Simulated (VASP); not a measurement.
Here is a VASP 6.6.1 calculation.

Contents of INCAR:

```
PREC = Accurate ; ENCUT = 520
EDIFF = 1E-6 ; ISMEAR = -1
SIGMA = 0.05 ; LREAL = F
LASPH = T ; NELM = 60
ALGO = Normal ; ISIF = 2
LWAVE = F ; LCHARG = T
GGA = PS ; LELF = T
LVHAR = T ; NBANDS = 14
```

File KPOINTS:

```
Automatic mesh
0
Gamma
  11 11 11
```

The input POSCAR:

```
TiH
1.0
    0.0000000000      2.0724984493      2.0724984493
    2.0724984493      0.0000000000      2.0724984493
    2.0724984493      2.0724984493      0.0000000000
Ti H
1 1
Direct
    0.0000000000      0.0000000000      0.0000000000
    0.5000000000      0.5000000000      0.5000000000
```

Potentials or basis: VASP PAW PBE potentials, release 64 (Ti_sv, H).

Launch:

```console
$ cat potpaw_PBE.64/Ti_sv/POTCAR potpaw_PBE.64/H/POTCAR > POTCAR
$ mpirun -np 1 vasp_std > vasp.out
```

Task: Predict the pressure.

Result: -0.1 GPa.

Caveat: the PAW data sets were made with another functional, which shifts forces and pressure a little.
